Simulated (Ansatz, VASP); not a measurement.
## MnSi in VASP and in Ansatz

The input INCAR:

```
  PREC = Accurate
  ENCUT = 520
  EDIFF = 1E-6
  ISMEAR = -1
  SIGMA = 0.05
  LREAL = False
  LASPH = True
  NELM = 150
  ALGO = Normal
  ISIF = 2
  LWAVE = False
  LCHARG = False
  ISPIN = 2
  MAGMOM = 4 0
  LORBIT = 11
  LMAXMIX = 4
  GGA = PE
  NBANDS = 20
```

File KPOINTS:

```
regular mesh
0
Gamma
  9 9 9
```

Contents of POSCAR:

```
MnSi
1.0
    3.0306596745      0.0000000000      0.0000000000
    0.0000000000      3.0306596745      0.0000000000
    0.0000000000      0.0000000000      3.0306596745
Mn Si
1 1
Direct
    0.0000000000      0.0000000000      0.0000000000
    0.5000000000      0.5000000000      0.5000000000
```

input.yaml

```yaml
crystal:
  lattice:
    - [3.0306596745, 0.0, 0.0]
    - [0.0, 3.0306596745, 0.0]
    - [0.0, 0.0, 3.0306596745]
  atoms:
    - { symbol: Mn, position: [0.0, 0.0, 0.0], spin: 4.0 }
    - { symbol: Si, position: [0.5, 0.5, 0.5] }
kpoints:
  mp_grid: { grid: [9, 9, 9] }
scf:
  occupations: { method: fermi_dirac, width: 0.05 }
hamiltonian:
  xc: pbe
  pseudopotentials: { kind: all_electron, lapw: { basis_error: 0.0005 } }
magnetization:
  spin_polarized: true
output:
  forces: true
  stress: true
  eigenvalues: true
```

Change from the starting cell: volume scaled by 0.96.

Alike in both runs: task single point; functional PBE; k mesh 9 × 9 × 9; occupations fermi-dirac, width 0.05 eV; collinear spin.

```csv
,VASP,Ansatz
version,VASP 6.6.1,Ansatz 0.2.0
potentials or method,"VASP PAW PBE potentials, release 64 (Mn_pv, Si), cutoff 520 eV","all-electron LAPW, scalar-relativistic"
```

VASP gave:

| Quantity | Value |
| --- | --- |
| gap on the k mesh at the Fermi level (eV) | none |
| pressure (GPa) | -29.0 |
| net moment per atom (μB) | 0.45 |
| size of the moment on the site where the two differ most (μB) | 1.01 |

**Question.** Which values does Ansatz return?

**Answer.** gap on the k mesh at the Fermi level (eV): none; pressure (GPa): -29.0; net moment per atom (μB): 0.45; size of the moment on the site where the two differ most (μB): 1.03.

Site moments also hang on the region over which each program counts them. A gap of «none» marks a metal or a gap that the smearing closes. Both programs put the cell under strong tension, so it lies far from rest at this level. Ansatz ran all-electron here, and VASP with PAW potentials.
